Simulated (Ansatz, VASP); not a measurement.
**One calculation of Zn, two programs**

```
CELL_PARAMETERS angstrom
2.58485 0.00000 0.00000
-1.29243 2.23855 0.00000
0.00000 0.00000 4.94670
ATOMIC_POSITIONS crystal
Zn 0.33333 0.66667 0.25000
Zn 0.66667 0.33333 0.75000
```

Change from the starting cell: strain -0.0300 x Voigt [1, 1, 0, 0, 0, 0], atoms carried along.

Alike in both runs: task single point; functional LDA; k mesh 21 × 21 × 10; occupations gaussian, width 0.15 eV; no spin polarisation.

|  | VASP | Ansatz |
| --- | --- | --- |
| version | VASP 6.6.1 | Ansatz 0.2.0 |
| potentials or method | VASP PAW LDA potentials, release 64 (Zn), cutoff 520 eV | scalar-relativistic, plane waves, PAW |
| valence electrons in the cell | 24 | 24 |

|  | VASP | Ansatz | Ansatz less VASP |
| --- | --- | --- | --- |
| gap on the k mesh at the Fermi level (eV) | none | none | - |
| pressure (GPa) | -3.4 | -4.0 | -0.62 |
| traceless stress, the component that is largest in VASP (GPa) | 0.49 | 0.77 | +0.277 |

LDA's correlation is that of Perdew and Zunger in VASP and of Perdew and Wang (1992) in Ansatz. A gap of «none» marks a metal or a gap that the smearing closes.
